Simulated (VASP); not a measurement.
# Li32F33 (a cell with a defect): single point with PBEsol

Li32F33 (a cell with a defect):

```
F Li
1.0
     8.01519    0.00000    0.00000
     0.00000    8.01519    0.00000
     0.00000    0.00000    8.01519
F Li
33 32
Direct
  0.25040 0.99845 0.99956
  0.25051 0.99955 0.50052
  0.25050 0.49943 0.00063
  0.16573 0.41469 0.41761
  0.75033 0.99928 0.00034
  0.74937 0.99833 0.50038
  0.74949 0.49935 0.99954
  0.75062 0.49946 0.50052
  0.00080 0.24975 0.99679
  0.97382 0.22277 0.51478
  0.99684 0.75343 0.99969
  0.00037 0.74939 0.50045
  0.50448 0.24579 0.99967
  0.50044 0.24935 0.50045
  0.49986 0.74882 0.00343
  0.52360 0.77248 0.48910
  0.00091 0.99617 0.25082
  0.99687 0.99834 0.75463
  0.97499 0.51327 0.22443
  0.00043 0.49950 0.75045
  0.50441 0.99884 0.24673
  0.49975 0.00198 0.74986
  0.50039 0.49928 0.25044
  0.52278 0.48848 0.77330
  0.26434 0.22396 0.22445
  0.25056 0.24938 0.75043
  0.25033 0.74932 0.25044
  0.23951 0.77174 0.77333
  0.74721 0.24985 0.25081
  0.74938 0.24582 0.75463
  0.74989 0.75337 0.24672
  0.75304 0.74870 0.74988
  0.32666 0.57565 0.57532
  0.99994 0.00243 0.00341
  0.99483 0.99564 0.50066
  0.99533 0.49929 0.99691
  0.98925 0.50582 0.50695
  0.50080 0.99636 0.99744
  0.50547 0.00190 0.49994
  0.50505 0.49914 0.00301
  0.51230 0.49468 0.49546
  0.25034 0.24427 0.99691
  0.25690 0.23822 0.50692
  0.25019 0.75399 0.00303
  0.24562 0.76123 0.49544
  0.75348 0.24889 0.00341
  0.74668 0.24378 0.50066
  0.74740 0.74975 0.99744
  0.75300 0.75441 0.49995
  0.25057 0.99621 0.24480
  0.25001 0.00160 0.75560
  0.25585 0.50475 0.24049
  0.24637 0.49533 0.76143
  0.75344 0.00239 0.24988
  0.74740 0.99635 0.75085
  0.74725 0.49951 0.24479
  0.75265 0.49897 0.75561
  0.02321 0.27219 0.27457
  0.99440 0.24333 0.74889
  0.99455 0.74792 0.24418
  0.00204 0.75472 0.75616
  0.49899 0.24351 0.24420
  0.50577 0.25101 0.75613
  0.50590 0.75483 0.25204
  0.47932 0.72830 0.72850
```

| Item | Value |
| --- | --- |
| Program | VASP 6.6.1 |
| Task | single point |
| Functional | PBEsol |
| Potentials or basis | VASP PAW PBE potentials, release 64 (F, Li_sv) |
| Cutoff | 650 eV |
| k mesh | 1 × 1 × 1, shifted |
| Occupations | fermi-dirac, width 0.05 eV |
| Spin | no spin polarisation |

| Item | Value |
| --- | --- |
| Largest force | 0.032 eV/Å |

Forces in eV/Å, atoms in the order of the input:
```
F    0.001  0.000 -0.001
F    0.000 -0.001  0.000
F    0.000  0.000  0.002
F    0.013  0.014  0.008
F    0.000  0.000  0.001
F    0.000 -0.001  0.001
F    0.000  0.001  0.000
F    0.001 -0.001  0.000
F   -0.001  0.000  0.005
F    0.020  0.022 -0.007
F    0.001  0.003  0.000
F    0.000 -0.001  0.000
F   -0.005 -0.001  0.000
F    0.001 -0.001  0.000
F    0.000  0.000 -0.005
F   -0.015 -0.016  0.004
F    0.000  0.006  0.003
F    0.003  0.004 -0.003
F    0.011 -0.005  0.020
F   -0.001 -0.001  0.000
F   -0.003 -0.001  0.002
F   -0.002 -0.003 -0.003
F    0.001  0.001  0.001
F   -0.014  0.003 -0.017
F   -0.007  0.014  0.020
F    0.003 -0.005  0.003
F    0.003 -0.005  0.005
F    0.007 -0.012 -0.020
F    0.004  0.000  0.003
F    0.003  0.000 -0.003
F   -0.002  0.001  0.002
F   -0.004  0.001 -0.003
F   -0.012 -0.014 -0.009
Li   0.000  0.003  0.003
Li   0.011 -0.020  0.000
Li   0.010  0.001 -0.024
Li  -0.012  0.007  0.006
Li  -0.001  0.000 -0.003
Li  -0.015  0.024  0.000
Li  -0.011 -0.001  0.025
Li   0.014 -0.008 -0.011
Li   0.001  0.011 -0.024
Li   0.003 -0.020  0.007
Li  -0.002 -0.012  0.023
Li  -0.002  0.019 -0.005
Li  -0.004  0.001  0.004
Li  -0.016  0.015  0.002
Li   0.005  0.000 -0.003
Li   0.014 -0.016 -0.001
Li  -0.001 -0.022  0.013
Li  -0.001  0.022 -0.016
Li   0.007  0.006 -0.031
Li  -0.005 -0.008  0.025
Li  -0.005  0.003 -0.001
Li   0.004 -0.005  0.000
Li  -0.020  0.001  0.017
Li   0.018 -0.001 -0.017
Li  -0.008 -0.008 -0.012
Li   0.008  0.012  0.009
Li   0.009  0.010  0.013
Li   0.002 -0.016 -0.012
Li   0.000  0.014  0.013
Li  -0.008 -0.008 -0.011
Li  -0.012 -0.013 -0.010
Li   0.005  0.004  0.011
```

Levels at points of the mesh, in eV from the Fermi level:
```csv
k point,band 161,band 162,band 163,band 164,band 165,band 166,band 167,band 168
"(0.25, 0.25, 0.25)",-2.51,-2.07,-2.05,-1.20,6.48,7.41,7.42,7.53
```

It took 4.5 min on 1 thread of Intel(R) Xeon(R) Platinum 8488C (Sapphire Rapids), with other jobs on the host, peak memory 0.69 GiB.

Caveat: the cell carries a net charge on a neutralising background, which shifts energy and pressure; the cell is charged against a uniform background, so pressure and absolute levels hang on convention; the PAW data sets were made with another functional, which shifts forces and pressure a little.
